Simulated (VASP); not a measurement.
# TiAl3 (P4/mmm) in VASP: a series of runs, part 2 of 2

VASP 6.6.1. The steps go on from the part before.

## (3) Relaxation of cell and atoms, PBE

This run uses another cell than the first one, of 19.78 Å³/atom, 1.195 times its volume.

INCAR

```
PREC     = Accurate       # precision mode
ENCUT    = 600            # plane-wave cutoff, eV
EDIFF    = 1E-6           # SCF threshold, eV
ISMEAR   = 0              # smearing method
SIGMA    = 0.1            # smearing width, eV
LREAL    = F              # projectors in reciprocal space
LASPH    = T              # aspherical terms in the spheres
NELM     = 80             # most SCF steps
ALGO     = Normal         # electronic algorithm
ISIF     = 3              # what is computed and relaxed
LWAVE    = F              # write WAVECAR
LCHARG   = F              # write CHGCAR
GGA      = PE             # functional
IBRION   = 2              # ionic algorithm
NSW      = 90             # ionic steps
EDIFFG   = -0.04          # ionic threshold
```

KPOINTS

```
regular mesh
0
Gamma
  4 4 4
```

POSCAR

```
TiAl3
1.0
    3.8393924783      0.0000000000      0.0000000000
    0.0000000000      3.8393924783      0.0000000000
    0.0000000000      0.0000000000      5.3672336693
Ti Al
1 3
Direct
    0.0000000000      0.0000000000      0.5000000000
    0.5000000000      0.5000000000      0.0000000000
    0.5000000000      0.5000000000      0.5000000000
    0.0000000000      0.0000000000      0.0000000000
```

Potentials or basis: VASP PAW PBE potentials, release 64 (Ti_sv, Al).

On the command line:

```console
$ cat potpaw_PBE.64/Ti_sv/POTCAR potpaw_PBE.64/Al/POTCAR > POTCAR
$ mpirun -np 1 vasp_std > vasp.out
```

Run time: 56 s. Hardware: 1 thread of Intel Xeon Platinum 8488C (Sapphire Rapids), shared host; peak memory 0.23 GiB.

The run converged. Its results:

| Item | Value |
| --- | --- |
| Free energy | -17.3222 eV |
| Relaxed volume | 19.64 Å³/atom |
| Relaxed cell | a = 3.804 Å, b = 3.804 Å, c = 5.430 Å, α = 90.00°, β = 90.00°, γ = 90.00° |
| Space group after relaxing (to 0.05 Å) | P4/mmm (No. 123) |
| Energy gained by relaxing | 1.4 meV/atom |
| Ionic steps | 6 |
| Pressure after relaxing | 0.0 GPa |

Step by step:
```
step  energy change (eV)  largest force (eV/Å)  pressure (GPa)  volume (Å³)
   1              0.0000                0.0000           -0.61        79.12
   2             -0.0037                0.0000            0.17        78.25
   3             -0.0038                0.0000            0.28        78.13
   4             -0.0051                0.0000            0.16        78.33
   5             -0.0054                0.0000           -0.07        78.80
   6             -0.0058                0.0000            0.04        78.57
```

Final structure:
```xyz
4
Lattice="3.8039 0.0000 0.0000 0.0000 3.8039 0.0000 0.0000 0.0000 5.4303" Properties=species:S:1:pos:R:3 pbc="T T T"
Ti    0.0000    0.0000    2.7151
Al    1.9020    1.9020    0.0000
Al    1.9020    1.9020    2.7151
Al    0.0000    0.0000    5.4303
```

Levels at points of the mesh, in eV from the Fermi level:
| k point | band 7 | band 8 | band 9 | band 10 | band 11 | band 12 | band 13 | band 14 |
| --- | --- | --- | --- | --- | --- | --- | --- | --- |
| (0.00, 0.00, 0.00) | -3.39 | -0.46 | 0.27 | 0.27 | 0.33 | 0.94 | 0.94 | 0.94 |
| (0.50, 0.00, 0.00) | -2.36 | -1.98 | -1.84 | -0.44 | -0.33 | 1.18 | 1.44 | 2.18 |
| (0.50, 0.50, 0.00) | -3.46 | -3.46 | -1.14 | -0.41 | -0.24 | -0.24 | 0.88 | 0.88 |
| (0.00, 0.00, 0.50) | -1.17 | -0.34 | -0.17 | -0.17 | 0.95 | 1.17 | 2.45 | 2.45 |
| (0.50, 0.00, 0.50) | -4.94 | -3.43 | -0.61 | -0.31 | 0.78 | 0.94 | 1.91 | 2.86 |
| (0.50, 0.50, 0.50) | -3.33 | -3.26 | -3.26 | -1.17 | -1.17 | -0.96 | 1.45 | 1.45 |

Caveat: the k points lie up to 0.41 Å⁻¹ apart in the final cell.

## (4) Single point, PBE, collinear spin, ferromagnetic start

This run uses another cell than the first one, of 19.64 Å³/atom, 1.186 times its volume.

INCAR

```
  PREC = Accurate
  ENCUT = 520
  EDIFF = 1E-7
  ISMEAR = 0
  SIGMA = 0.1
  LREAL = False
  LASPH = True
  NELM = 150
  ALGO = Normal
  ISIF = 2
  LWAVE = False
  LCHARG = False
  ISPIN = 2
  MAGMOM = 1 0 0 0
  LORBIT = 11
  LMAXMIX = 4
  GGA = PE
  NBANDS = 22
```

KPOINTS is that of step 3.

POSCAR

```
TiAl3
1.0
    3.8040366639      0.0000000000      0.0000000000
    0.0000000000      3.8040366639      0.0000000000
    0.0000000000      0.0000000000      5.4290175236
Ti Al
1 3
Direct
    0.0000000000      0.0000000000      0.5000000000
    0.5000000000      0.5000000000      0.0000000000
    0.5000000000      0.5000000000      0.5000000000
    0.0000000000      0.0000000000      0.0000000000
```

Potentials or basis: VASP PAW PBE potentials, release 64 (Ti_sv, Al).

On the command line:

```console
$ cat potpaw_PBE.64/Ti_sv/POTCAR potpaw_PBE.64/Al/POTCAR > POTCAR
$ mpirun -np 1 vasp_std > vasp.out
```

OUTCAR:

```text
PREC = Accurate
   ENCUT = 520
   EDIFF = 1E-7
   ISMEAR = 0
   LREAL = False
   LASPH = True
   NELM = 150
   ISIF = 2
   ISPIN = 2
   LORBIT = 11
   GGA = PE

 ion  position               nearest neighbor table
   1  0.000  0.000  0.500-   3 2.69   3 2.69   3 2.69   3 2.69   4 2.71   4 2.71
   2  0.500  0.500  0.000-   4 2.69   4 2.69   4 2.69   4 2.69   3 2.71   3 2.71
   3  0.500  0.500  0.500-   1 2.69   1 2.69   1 2.69   1 2.69   2 2.71   2 2.71
   4  0.000  0.000  0.000-   2 2.69   2 2.69   2 2.69   2 2.69   1 2.71   1 2.71

  LATTYP: Found a simple tetragonal cell.
 ALAT       =     3.8040366639
 C/A-ratio  =     1.4271727650

  Lattice vectors:

 A1 = (   3.8040366639,   0.0000000000,   0.0000000000)
 A2 = (   0.0000000000,   3.8040366639,   0.0000000000)
 A3 = (   0.0000000000,   0.0000000000,   5.4290175236)

Analysis of symmetry for initial positions (statically):
=====================================================================
 Subroutine PRICEL returns:
 Original cell was already a primitive cell.

 Routine SETGRP: Setting up the symmetry group for a
 simple tetragonal supercell.

 Subroutine GETGRP returns: Found 16 space group operations
 (whereof 16 operations were pure point group operations)
 out of a pool of 16 trial point group operations.

The static configuration has the point symmetry D_4h.

Analysis of symmetry for dynamics (positions and initial velocities):
=====================================================================
 Subroutine PRICEL returns:
 Original cell was already a primitive cell.

 Routine SETGRP: Setting up the symmetry group for a
 simple tetragonal supercell.

 Subroutine GETGRP returns: Found 16 space group operations
 (whereof 16 operations were pure point group operations)
 out of a pool of 16 trial point group operations.

[... 157 lines left out ...]
  free energy    TOTEN  =       -17.32193504 eV

  energy without entropy =      -17.29693792  energy(sigma->0) =      -17.30943648

 E-fermi :   6.0456     XC(G=0):  -9.8488

 val. band max:        6.0351998746   @ k =   0.0000   0.0000   0.2500
 cond. band min:       6.0534852798   @ k =   0.5000   0.2500   0.0000
 fundamental gap:      0.0182854052
 Fermi energy:         6.0455702398

 spin component 1

 k-point     1 :       0.0000    0.0000    0.0000
  band No.  band energies     occupation
      1     -50.7849      1.00000
      2     -27.1702      1.00000
      3     -26.9912      1.00000
      4     -26.9912      1.00000
      5      -2.9165      1.00000
      6       1.5291      1.00000
[... 439 lines left out ...]
     21      13.4100      0.00000
     22      15.0701      0.00000
 Fermi energy:         6.0455702398

 spin component 2

 k-point     1 :       0.0000    0.0000    0.0000
  band No.  band energies     occupation
      1     -50.7874      1.00000
      2     -27.1719      1.00000
      3     -26.9942      1.00000
      4     -26.9942      1.00000
      5      -2.9174      1.00000
      6       1.5279      1.00000
[... 439 lines left out ...]
     21      13.4091      0.00000
     22      15.0688      0.00000

------------------------ aborting loop because EDIFF is reached ----------------------------------------

  FORCE on cell =-STRESS in cart. coord.  units (eV):
  Direction    XX          YY          ZZ          XY          YZ          ZX
  --------------------------------------------------------------------------------------
  -------------------------------------------------------------------------------------
  Total        0.0095968      0.0095968      0.0447322      0.0000000      0.0000000      0.0000000
  in kB        0.1957157      0.1957157      0.9122626      0.0000000      0.0000000      0.0000000
  external PRESSURE =       0.4345647 kB  Pullay stress =       0.0000000 kB

 VOLUME and BASIS-vectors are now :
 -----------------------------------------------------------------------------
  energy-cutoff  :      520.00
  volume of cell :       78.56
      direct lattice vectors                 reciprocal lattice vectors
     3.804036664  0.000000000  0.000000000     0.262878644  0.000000000  0.000000000
     0.000000000  3.804036664  0.000000000     0.000000000  0.262878644  0.000000000
     0.000000000  0.000000000  5.429017524     0.000000000  0.000000000  0.184195390

 POSITION                                       TOTAL-FORCE (eV/Angst)
 -----------------------------------------------------------------------------------
      0.00000      0.00000      2.71451         0.000000      0.000000      0.000000
      1.90202      1.90202      0.00000         0.000000      0.000000      0.000000
      1.90202      1.90202      2.71451         0.000000      0.000000      0.000000
      0.00000      0.00000      0.00000         0.000000      0.000000      0.000000
 -----------------------------------------------------------------------------------
    total drift:                               -0.000000     -0.000000      0.000000

  FREE ENERGIE OF THE ION-ELECTRON SYSTEM (eV)
  ---------------------------------------------------
  free  energy   TOTEN  =       -17.3219350424 eV

  energy  without entropy=      -17.2969379230  energy(sigma->0) =      -17.30943648

 total charge

# of ion       s       p       d       tot
------------------------------------------
    1        2.181   6.078   1.932  10.190
    2        0.477   0.302   0.000   0.779
    3        0.484   0.357   0.000   0.841
    4        0.481   0.340   0.000   0.821
--------------------------------------------------
tot          3.623   7.076   1.932  12.630

 magnetization (x)

# of ion       s       p       d       tot
------------------------------------------
    1       -0.000  -0.000  -0.003  -0.003
    2       -0.000  -0.000   0.000  -0.000
    3       -0.000  -0.000   0.000  -0.000
    4        0.000  -0.000   0.000  -0.000
--------------------------------------------------
tot         -0.000  -0.000  -0.003  -0.003
```

OSZICAR:

```text
N       E                     dE             d eps       ncg     rms          rms(c)
DAV:   1     0.139515086051E+03    0.13952E+03   -0.90558E+03  1592   0.861E+02
DAV:   2    -0.579991632387E+01   -0.14532E+03   -0.14003E+03  1644   0.248E+02
DAV:   3    -0.184355408934E+02   -0.12636E+02   -0.12360E+02  2652   0.603E+01
DAV:   4    -0.192358658114E+02   -0.80032E+00   -0.79533E+00  2066   0.119E+01
[... 21 lines left out ...]
DAV:  26    -0.173219349806E+02   -0.13326E-06   -0.11176E-05  1788   0.128E-02    0.472E-04
DAV:  27    -0.173219350150E+02   -0.34455E-07   -0.70425E-06  1818   0.101E-02    0.208E-04
DAV:  28    -0.173219350075E+02    0.74715E-08   -0.59399E-06  1706   0.925E-03    0.239E-04
DAV:  29    -0.173219350424E+02   -0.34834E-07   -0.49815E-07  1732   0.355E-03
   1 F= -.17321935E+02 E0= -.17309436E+02  d E =-.249971E-01  mag=    -0.0048
```

stdout:

```text
POSCAR found type information on POSCAR TiAl
 POSCAR found :  2 types and       4 ions
 scaLAPACK will be used
 LDA part: xc-table for (Slater+PW92), standard interpolation
 POSCAR, INCAR and KPOINTS ok, starting setup
 FFT: planning ... GRIDC
 FFT: planning ... GRID_SOFT
 FFT: planning ... GRID
 WAVECAR not read
 entering main loop
```

It took 57 s on 1 thread of Intel Xeon Platinum 8488C (Sapphire Rapids), shared host; peak memory 0.22 GiB.

Results:

```
Free energy                                           : -17.3219 eV
Pressure                                              : 0.0 GPa
Net moment                                            : -0.01 μB per cell
Valence electrons inside the program's atomic spheres : Ti 10.19; Al 0.78, 0.84, 0.82
```

Levels at points of the mesh, in eV from the Fermi level:
Spin up:
| k point | band 9 | band 10 | band 11 | band 12 | band 13 | band 14 |
| --- | --- | --- | --- | --- | --- | --- |
| (0.00, 0.00, 0.00) | 0.27 | 0.27 | 0.33 | 0.94 | 0.94 | 0.95 |
| (0.50, 0.00, 0.00) | -1.84 | -0.44 | -0.33 | 1.18 | 1.44 | 2.18 |
| (0.50, 0.50, 0.00) | -1.14 | -0.41 | -0.23 | -0.23 | 0.88 | 0.88 |
| (0.00, 0.00, 0.50) | -0.17 | -0.17 | 0.96 | 1.17 | 2.45 | 2.45 |
| (0.50, 0.00, 0.50) | -0.61 | -0.31 | 0.78 | 0.94 | 1.91 | 2.86 |
| (0.50, 0.50, 0.50) | -3.26 | -1.17 | -1.17 | -0.96 | 1.46 | 1.46 |
Spin down:
```tsv
k point	band 9	band 10	band 11	band 12	band 13	band 14
(0.00, 0.00, 0.00)	0.26	0.26	0.33	0.94	0.94	0.94
(0.50, 0.00, 0.00)	-1.84	-0.44	-0.33	1.18	1.44	2.18
(0.50, 0.50, 0.00)	-1.14	-0.41	-0.24	-0.24	0.88	0.88
(0.00, 0.00, 0.50)	-0.17	-0.17	0.95	1.17	2.45	2.45
(0.50, 0.00, 0.50)	-0.61	-0.31	0.78	0.94	1.91	2.86
(0.50, 0.50, 0.50)	-3.26	-1.17	-1.17	-0.96	1.45	1.45
```

Caveat: the k points lie up to 0.41 Å⁻¹ apart.

## (5) Overview

| task | spin | cell | k mesh | cutoff (eV) | gap on the mesh (eV) | pressure (GPa) | relaxed volume (Å³/atom) |
| --- | --- | --- | --- | --- | --- | --- | --- |
| relaxation of cell and atoms | off | relaxed from a = 2.847, b = 2.847, c = 8.170 Å, 4 atoms | 6 × 6 × 2 | 600 | none | 0.1 | 19.65 |
| relaxation of cell and atoms | off | relaxed from a = 3.839, b = 3.839, c = 5.367 Å, 4 atoms | 4 × 4 × 4 | 600 | none | 0.0 | 19.64 |
| single point | collinear, ferromagnetic start | a = 3.804, b = 3.804, c = 5.429 Å, 4 atoms | 4 × 4 × 4 | 520 | none | 0.0 | - |

Alike in all rows: level PBE; potentials or basis VASP PAW PBE potentials, release 64 (Ti_sv, Al); smearing gaussian 0.1 eV.

Caveats: all runs use coarse meshes; the volume moved by over 15 % at a fixed basis, so the end points are rough (some runs).

Absolute energies hang on the potentials; compare differences alone.
